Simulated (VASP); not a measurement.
NbTe: single point with PBEsol+U

Crystal: NbTe.

```
CELL_PARAMETERS angstrom
3.70297 0.00000 0.00000
-1.85149 3.20687 0.00000
0.00000 0.00000 3.69421
ATOMIC_POSITIONS crystal
Te 0.66667 0.33333 0.00000
Nb 0.00000 0.00000 0.50000
```

* Program: VASP 6.6.1
* Task: single point
* Functional: PBEsol
* Potentials or basis: VASP PAW PBE potentials, release 64 (Te, Nb_sv)
* Cutoff: 520 eV
* k mesh: 8 × 8 × 7
* Occupations: fermi-dirac, width 0.05 eV
* Spin: no spin polarisation
* Hubbard terms: Nb d U = 1.0 eV
* Dipole correction: no
* Further INCAR settings: ALGO = Normal; EDIFF = 1e-06; NBANDS = 16

The pressure is -4.5 GPa.

Stress tensor (GPa, compression positive):
```
-4.63  0.00  0.00
 0.00 -4.63  0.00
 0.00  0.00 -4.23
```

Levels at points of the mesh, in eV from the Fermi level:
```csv
k point,band 8,band 9,band 10,band 11,band 12,band 13
"(0.00, 0.00, 0.00)",-3.02,-2.42,0.14,0.14,2.41,2.41
"(0.50, 0.00, 0.00)",-2.67,-2.67,-0.20,1.24,1.51,2.98
```

Eigenvalues of the final occupation matrices:
```csv
site,spin,trace,eigenvalues
site 2 d,1,1.26,0.21 0.26 0.26 0.27 0.27
site 2 d,2,1.26,0.21 0.26 0.26 0.27 0.27
```

It took 14 s on 1 thread of AMD EPYC 9R45 96-Core Processor (Zen 5), with other jobs on the host, peak memory 0.14 GiB.

Caveat: the PAW data sets were made with another functional, which shifts forces and pressure a little; spin-orbit coupling is left out, which moves the levels of the heavy elements; U without spin polarisation on a metal has little footing; the U is typed as a test and isn't derived for this compound.
